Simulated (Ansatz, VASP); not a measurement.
# B5Pt in VASP and in Ansatz

```
B Pt
1.0
     5.66497    0.00000    0.00000
    -2.83249    4.90601    0.00000
     0.00000    0.00000    2.37335
B Pt
5 1
Direct
  0.33333 0.66667 0.50000
  0.66667 0.33333 0.50000
  0.50000 0.00000 0.50000
  0.00000 0.50000 0.50000
  0.50000 0.50000 0.50000
  0.00000 0.00000 0.00000
```

Alike in both runs: functional PBE; k mesh 3 × 3 × 8; occupations gaussian, width 0.1 eV; no spin polarisation.

Ansatz relaxed the structure, and its values are those at the end. VASP's run is a single point on that final structure, the one shown.

|  | VASP | Ansatz |
| --- | --- | --- |
| version | VASP 6.6.1 | Ansatz 0.2.0 |
| potentials or method | VASP PAW PBE potentials, release 64 (B, Pt), cutoff 520 eV | scalar-relativistic, plane waves, PAW |
| valence electrons in the cell | 25 | 33 |

Ansatz gave:

| Property | Result |
| --- | --- |
| gap on the k mesh at the Fermi level (eV) | none |
| pressure (GPa) | 0.1 |

Estimate VASP's values.

gap on the k mesh at the Fermi level (eV): none; pressure (GPa): 0.0.

A gap of «none» marks a metal or a gap that the smearing closes. The functional is the same, so the differences come from potentials, cutoffs and numerics. VASP's potentials hold 25 valence electrons a cell and Ansatz's 33, so a difference there can come from the potentials and not from the codes.

The k mesh is coarse, so the values compare programs but aren't converged. Neither program's run includes spin-orbit coupling.
